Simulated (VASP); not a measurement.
Here is a VASP 6.6.1 calculation.

INCAR

```
SYSTEM = Fe3Ge
PREC = Accurate
ENCUT = 690
EDIFF = 1E-7
ISMEAR = -1
SIGMA = 0.1
LREAL = .FALSE.
LASPH = .TRUE.
NELM = 200
ALGO = Normal
ISIF = 3
LWAVE = .FALSE.
LCHARG = .FALSE.
ISPIN = 2
MAGMOM = 4.5 4.5 4.5 0
LORBIT = 11
LMAXMIX = 4
GGA = CA
IBRION = 2
NSW = 100
EDIFFG = -0.01
GGA_COMPAT = .FALSE.
NELMIN = 4
```

File KPOINTS:

```
regular mesh
0
G
  6 6 6
  0 0 0
```

POSCAR

```
Fe3Ge
1.0
    3.6605010000      0.0000000000      0.0000000000
    0.0000000000      3.6605010000      0.0000000000
    0.0000000000      0.0000000000      3.6605010000
Fe Ge
3 1
Direct
    0.0000000000      0.5000000000      0.5000000000
    0.5000000000      0.5000000000      0.0000000000
    0.5000000000      0.0000000000      0.5000000000
    0.0000000000      0.0000000000      0.0000000000
```

Potentials or basis: VASP PAW LDA potentials, release 64 (Fe_sv, Ge_d).

Run with:

```sh
$ cat potpaw_LDA.64/Fe_sv/POTCAR potpaw_LDA.64/Ge_d/POTCAR > POTCAR
$ mpirun -np 1 vasp_std > vasp.out
```

Predict the site moments.

Fe +1.68; Ge -0.07 μB.

What does it give for the net moment?

5.24 μB per cell.

Predict the relaxed cell.

a = 3.524 Å, b = 3.524 Å, c = 3.524 Å, α = 90.00°, β = 90.00°, γ = 90.00°.

Predict the space group after relaxing (to 0.1 Å).

Pm-3m (No. 221).

Final structure:
```yaml
crystal:
  lattice:
    - [3.52397, 0.00000, 0.00000]
    - [0.00000, 3.52397, 0.00000]
    - [0.00000, 0.00000, 3.52397]
  atoms:
    - { symbol: Fe, position: [0.00000, 0.50000, 0.50000] }
    - { symbol: Fe, position: [0.50000, 0.50000, 0.00000] }
    - { symbol: Fe, position: [0.50000, 0.00000, 0.50000] }
    - { symbol: Ge, position: [0.00000, 0.00000, 0.00000] }
```
